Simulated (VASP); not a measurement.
# Ti4C3 (Pm-3m) in VASP: density of states with PBE

Aim: the density of states of Ti4C3 with PBE.

Everything below comes from runs of VASP 6.6.1. Logs are shortened: lines on timing, memory, paths and dates and some standing lists are left out, and cuts for length are marked.

### Step 1. The cell of the first run

The structure is cubic, space group Pm-3m (No. 221). The conventional cell has a = 4.310 Å, b = 4.310 Å, c = 4.310 Å, α = 90.00°, β = 90.00°, γ = 90.00°. Ti (site symmetry m-3m) has 6 C at 2.16 Å within 2.9 Å. Ti (site symmetry 4/mmm) has 4 C at 2.16 Å within 2.9 Å. C (site symmetry 4/mmm) has 6 Ti at 2.16 Å within 2.9 Å.

### Step 2. Density of states, PBE

The input, POSCAR:

```
Ti4C3
1.0
    4.3103396498      0.0000000000      0.0000000000
    0.0000000000      4.3103396498      0.0000000000
    0.0000000000      0.0000000000      4.3103396498
Ti C
4 3
Direct
    0.0000000000      0.0000000000      0.0000000000
    0.0000000000      0.5000000000      0.5000000000
    0.5000000000      0.0000000000      0.5000000000
    0.5000000000      0.5000000000      0.0000000000
    0.5000000000      0.0000000000      0.0000000000
    0.0000000000      0.5000000000      0.0000000000
    0.0000000000      0.0000000000      0.5000000000
```

The input, INCAR.step1:

```
PREC = Accurate
ENCUT = 520
EDIFF = 1E-7
ISMEAR = 0
SIGMA = 0.1
LREAL = False
LASPH = True
NELM = 100
ALGO = Normal
ISIF = 2
LWAVE = False
LCHARG = True
LMAXMIX = 4
GGA = PE
NBANDS = 39
```

The input, KPOINTS.step1:

```
Automatic mesh
0
Gamma
  10 10 10
```

The input, INCAR.step2:

```
PREC = Accurate
ENCUT = 520
EDIFF = 1E-7
ISMEAR = -5
SIGMA = 0.1
LREAL = False
LASPH = True
NELM = 100
ALGO = Normal
ISIF = 2
LWAVE = False
LCHARG = False
LMAXMIX = 4
GGA = PE
LORBIT = 10
NBANDS = 39
NEDOS = 1001
ICHARG = 11
```

The input, KPOINTS.step2:

```
Automatic mesh
0
Gamma
  15 15 15
```

Potentials or basis: VASP PAW PBE potentials, release 64 (Ti_sv, C).

The run is started by

```
$ cat potpaw_PBE.64/Ti_sv/POTCAR potpaw_PBE.64/C/POTCAR > POTCAR
$ cp INCAR.step1 INCAR
$ cp KPOINTS.step1 KPOINTS
$ mpirun -np 1 vasp_std > vasp.out
$ cp INCAR.step2 INCAR
$ cp KPOINTS.step2 KPOINTS
$ mpirun -np 1 vasp_std > vasp.out
```

OUTCAR:

```text
PREC = Accurate
   ENCUT = 520
   EDIFF = 1E-7
   ISMEAR = -5
   LREAL = False
   LASPH = True
   NELM = 100
   ISIF = 2
   GGA = PE
   LORBIT = 10
   ICHARG = 11

 ion  position               nearest neighbor table
   1  0.000  0.000  0.000-   5 2.16   6 2.16   7 2.16   7 2.16   6 2.16   5 2.16
   2  0.000  0.500  0.500-   6 2.16   7 2.16   6 2.16   7 2.16
   3  0.500  0.000  0.500-   5 2.16   7 2.16   5 2.16   7 2.16
   4  0.500  0.500  0.000-   5 2.16   6 2.16   5 2.16   6 2.16
   5  0.500  0.000  0.000-   1 2.16   3 2.16   4 2.16   3 2.16   4 2.16   1 2.16
   6  0.000  0.500  0.000-   1 2.16   2 2.16   4 2.16   2 2.16   1 2.16   4 2.16
   7  0.000  0.000  0.500-   1 2.16   2 2.16   3 2.16   1 2.16   2 2.16   3 2.16

  LATTYP: Found a simple cubic cell.
 ALAT       =     4.3103396498

  Lattice vectors:

 A1 = (   4.3103396498,   0.0000000000,   0.0000000000)
 A2 = (   0.0000000000,   4.3103396498,   0.0000000000)
 A3 = (   0.0000000000,   0.0000000000,   4.3103396498)

Analysis of symmetry for initial positions (statically):
=====================================================================
 Subroutine PRICEL returns:
 Original cell was already a primitive cell.

 Routine SETGRP: Setting up the symmetry group for a
 simple cubic supercell.

 Subroutine GETGRP returns: Found 48 space group operations
 (whereof 48 operations were pure point group operations)
 out of a pool of 48 trial point group operations.

The static configuration has the point symmetry O_h .

Analysis of symmetry for dynamics (positions and initial velocities):
=====================================================================
 Subroutine PRICEL returns:
 Original cell was already a primitive cell.

 Routine SETGRP: Setting up the symmetry group for a
 simple cubic supercell.

 Subroutine GETGRP returns: Found 48 space group operations
 (whereof 48 operations were pure point group operations)
 out of a pool of 48 trial point group operations.

The dynamic configuration has the point symmetry O_h .

 Subroutine INISYM returns: Found 48 space group operations
 (whereof 48 operations are pure point group operations),
 and found     1 'primitive' translations

----------------------------------------------------------------------------------------

                                     Primitive cell

  volume of cell :      80.0819

  direct lattice vectors                    reciprocal lattice vectors
     4.310339650  0.000000000  0.000000000     0.232000279  0.000000000  0.000000000
     0.000000000  4.310339650  0.000000000     0.000000000  0.232000279  0.000000000
     0.000000000  0.000000000  4.310339650     0.000000000  0.000000000  0.232000279

  length of vectors
     4.310339650  4.310339650  4.310339650     0.232000279  0.232000279  0.232000279

  position of ions in fractional coordinates (direct lattice)
     0.000000000  0.000000000  0.000000000
     0.000000000  0.500000000  0.500000000
     0.500000000  0.000000000  0.500000000
     0.500000000  0.500000000  0.000000000
     0.500000000  0.000000000  0.000000000
     0.000000000  0.500000000  0.000000000
     0.000000000  0.000000000  0.500000000

  ion indices of the primitive-cell ions
   primitive index   ion index
                 1           1
                 2           2
                 3           3
                 4           4
                 5           5
                 6           6
                 7           7

----------------------------------------------------------------------------------------

 KPOINTS: Automatic mesh

Automatic generation of k-mesh.
 Grid dimensions read from file:
 generate k-points for:   15   15   15

 Generating k-lattice:

  Cartesian coordinates                     Fractional coordinates (reciprocal lattice)
     0.015466685  0.000000000  0.000000000     0.066666667  0.000000000  0.000000000
     0.000000000  0.015466685  0.000000000     0.000000000  0.066666667  0.000000000
     0.000000000  0.000000000  0.015466685     0.000000000  0.000000000  0.066666667

  Length of vectors
     0.015466685  0.015466685  0.015466685

  Shift w.r.t. Gamma in fractional coordinates (k-lattice)
     0.000000000  0.000000000  0.000000000

 TETIRR: Found   1667 inequivalent tetrahedra from    20250

 Subroutine IBZKPT returns following result:
 ===========================================

 Found    120 irreducible k-points:

 Following reciprocal coordinates:
            Coordinates               Weight
  0.000000  0.000000  0.000000      1.000000
  0.066667  0.000000  0.000000      6.000000
  0.133333  0.000000  0.000000      6.000000
  0.200000  0.000000  0.000000      6.000000
  0.266667  0.000000  0.000000      6.000000
  0.333333  0.000000  0.000000      6.000000
[... 16 lines left out ...]
  0.266667  0.200000  0.000000     24.000000
  0.333333  0.200000  0.000000     24.000000
 [... further k-points ...]
   k-points           NKPTS =    120   k-points in BZ     NKDIM =    120   number of bands    NBANDS=     39
   number of dos      NEDOS =   1001   number of ions     NIONS =      7
   total plane-waves  NPLWV =  32768
   dimension x,y,z NGX =    32 NGY =   32 NGZ =   32
   dimension x,y,z NGXF=    64 NGYF=   64 NGZF=   64
   ions per type =               4   3
   NGX,Y,Z   is equivalent  to a cutoff of  12.34, 12.34, 12.34 a.u.
   NGXF,Y,Z  is equivalent  to a cutoff of  24.68, 24.68, 24.68 a.u.
 SYSTEM =  unknown system
   PREC   = accura    normal or accurate (medium, high low for compatibility)
   ISTART =      0    job   : 0-new  1-cont  2-samecut
   ICHARG =     11    charge: 1-file 2-atom 10-const
   ISPIN  =      1    spin polarized calculation?
   LNONCOLLINEAR =      F non collinear calculations
   LSORBIT =      F    spin-orbit coupling
   LASPH  =      T    aspherical Exc in radial PAW
   ENCUT  =  520.0 eV  38.22 Ry    6.18 a.u.   8.01  8.01  8.01*2*pi/ulx,y,z
   NELM   =    100;   NELMIN=  2; NELMDL=  0     # of ELM steps
   EDIFF  = 0.1E-06   stopping-criterion for ELM
   LREAL  =      F    real-space projection
   EDIFFG = 0.1E-05   stopping-criterion for IOM
   NSW    =      0    number of steps for IOM
   IBRION =     -1    ionic relax: 0-MD 1-quasi-New 2-CG
   NFREE  =      0    steps in history (QN), initial steepest desc. (CG)
   ISIF   =      2    stress and relaxation
   ISYM   =      2    0-nonsym 1-usesym 2-fastsym
   POTIM  = 0.5000    time-step for ionic-motion
   TEBEG  =    0.0;   TEEND  =   0.0 temperature during run
   PSTRESS=    0.0 pullay stress
   NELECT =      60.0000    total number of electrons
   NUPDOWN=      -1.0000    fix difference up-down
   EMIN   =  10.00;   EMAX   =-10.00  energy-range for DOS
   EFERMI =   0.00;   METHOD = LEGACY
   ISMEAR =    -5;   SIGMA  =   0.10  broadening in eV -4-tet -1-fermi 0-gaus
   EFERMI_NEDOS =   21; number of points for ismear=-14 and -15
   IALGO  =     38    algorithm
   IMIX   =      4    mixing-type and parameters
     AMIX     =   0.40;   BMIX     =  1.00
     AMIX_MAG =   1.60;   BMIX_MAG =  1.00
  volume/ion in A,a.u.               =      11.44        77.20
  Fermi-wavevector in a.u.,A,eV,Ry     =   1.486895  2.809825 30.080549  2.210858
  Thomas-Fermi vector in A             =   2.600124
   LORBIT       =     10    0 simple, 1 ext, 2 COOP (PROOUT), +10 PAW based schemes
   GGA     = PE    functional components
   LHFCALC =     F    Hartree Fock is set to
   AEXX    =    0.0000 exact exchange contribution
   IVDW    =     0    specifies the selected vdW correction
   LEPSILON=     F    determine dielectric tensor
   LRPA    =     F    only Hartree local field effects (RPA)
 non-spin polarized calculation
 Fermi weights with tetrahedron method with Bloechl corrections
  energy-cutoff  :      520.00
  volume of cell :       80.08
 maximum number of plane-waves:      2200

 number of electron      60.0000000 magnetization

 Free energy of the ion-electron system (eV)
  ---------------------------------------------------
  ext. energy  EPLUGINS =         0.00000000
  ---------------------------------------------------
  free energy    TOTEN  =       -63.91216872 eV

  energy without entropy =      -63.91216872  energy(sigma->0) =      -63.91216872

 E-fermi :   9.0850     XC(G=0): -12.2942

 val. band max:        9.1056443987   @ k =   0.0667   0.0667   0.0667
 cond. band min:       9.0523704387   @ k =   0.4000   0.0667   0.0667
 fundamental gap:     -0.0532739601
 Fermi energy:         9.0850095047

 k-point     1 :       0.0000    0.0000    0.0000
  band No.  band energies     occupation
      1     -47.7739      2.00000
      2     -47.6908      2.00000
      3     -47.6908      2.00000
      4     -47.5750      2.00000
      5     -24.2151      2.00000
      6     -24.2151      2.00000
[... 31 lines left out ...]
     38      11.5745      0.00000
     39      11.7804      0.00000

 k-point     2 :       0.0667    0.0000    0.0000
  band No.  band energies     occupation
      1     -47.7729      2.00000
      2     -47.6915      2.00000
      3     -47.6908      2.00000
      4     -47.5753      2.00000
      5     -24.2123      2.00000
      6     -24.2123      2.00000
[... 31 lines left out ...]
     38      11.6437      0.00000
     39      11.8610      0.00000

 k-point     3 :       0.1333    0.0000    0.0000
  band No.  band energies     occupation
      1     -47.7701      2.00000
      2     -47.6936      2.00000
      3     -47.6908      2.00000
      4     -47.5760      2.00000
      5     -24.2040      2.00000
      6     -24.2040      2.00000
[... 31 lines left out ...]
     38      11.6466      0.00000
     39      12.2551      0.00000

 k-point     4 :       0.2000    0.0000    0.0000
  band No.  band energies     occupation
      1     -47.7656      2.00000
      2     -47.6971      2.00000
      3     -47.6908      2.00000
      4     -47.5770      2.00000
      5     -24.1905      2.00000
      6     -24.1905      2.00000
[... 31 lines left out ...]
     38      11.6009      0.00000
     39      12.2723      0.00000
[... 754 lines left out ...]
     38      12.1259      0.00000
     39      12.1744      0.00000

 k-point    23 :       0.2667    0.2000    0.0000
  band No.  band energies     occupation
      1     -47.7530      2.00000
      2     -47.7025      2.00000
      3     -47.6950      2.00000
      4     -47.5800      2.00000
      5     -24.1665      2.00000
      6     -24.1498      2.00000
[... 31 lines left out ...]
     38      12.0530      0.00000
     39      12.0662      0.00000

 k-point    24 :       0.3333    0.2000    0.0000
  band No.  band energies     occupation
      1     -47.7469      2.00000
      2     -47.7073      2.00000
      3     -47.6952      2.00000
      4     -47.5810      2.00000
      5     -24.1554      2.00000
      6     -24.1296      2.00000
[... 31 lines left out ...]
     38      11.9527      0.00000
     39      11.9588      0.00000

 [... further k-points ...]
[... 5 lines left out ...]
  --------------------------------------------------------------------------------------
  -------------------------------------------------------------------------------------
  Total        0.0513480      0.0513480      0.0513480      0.0000000      0.0000000      0.0000000
  in kB        1.0273055      1.0273055      1.0273055      0.0000000      0.0000000      0.0000000
  external PRESSURE =       1.0273055 kB  Pullay stress =       0.0000000 kB

 VOLUME and BASIS-vectors are now :
 -----------------------------------------------------------------------------
  energy-cutoff  :      520.00
  volume of cell :       80.08
      direct lattice vectors                 reciprocal lattice vectors
     4.310339650  0.000000000  0.000000000     0.232000279  0.000000000  0.000000000
     0.000000000  4.310339650  0.000000000     0.000000000  0.232000279  0.000000000
     0.000000000  0.000000000  4.310339650     0.000000000  0.000000000  0.232000279

 POSITION                                       TOTAL-FORCE (eV/Angst)
 -----------------------------------------------------------------------------------
      0.00000      0.00000      0.00000         0.000000      0.000000      0.000000
      0.00000      2.15517      2.15517         0.000000      0.000000      0.000000
      2.15517      0.00000      2.15517         0.000000      0.000000      0.000000
      2.15517      2.15517      0.00000         0.000000      0.000000      0.000000
      2.15517      0.00000      0.00000         0.000000      0.000000      0.000000
      0.00000      2.15517      0.00000         0.000000      0.000000      0.000000
      0.00000      0.00000      2.15517         0.000000      0.000000      0.000000
 -----------------------------------------------------------------------------------
    total drift:                                0.000000     -0.000000     -0.000000

  FREE ENERGIE OF THE ION-ELECTRON SYSTEM (eV)
  ---------------------------------------------------
  free  energy   TOTEN  =       -63.9121687168 eV

  energy  without entropy=      -63.9121687168  energy(sigma->0) =      -63.91216872

 total charge

# of ion       s       p       d       tot
------------------------------------------
    1        2.201   6.255   1.962  10.418
    2        2.200   6.213   1.905  10.318
    3        2.200   6.213   1.905  10.318
    4        2.200   6.213   1.905  10.318
    5        0.897   1.505   0.000   2.402
    6        0.897   1.505   0.000   2.402
    7        0.897   1.505   0.000   2.402
--------------------------------------------------
tot         11.492  29.411   7.677  48.579
```

It took 3.3 min on 1 thread of Intel Xeon 6975P-C (Granite Rapids), shared host; peak memory 0.36 GiB.

Results:

| Quantity | Value |
| --- | --- |
| Valence electrons inside the program's atomic spheres | Ti 10.42, 10.32; C 2.40 |

Caveat: tetrahedron occupations give inexact forces and stress in metals.
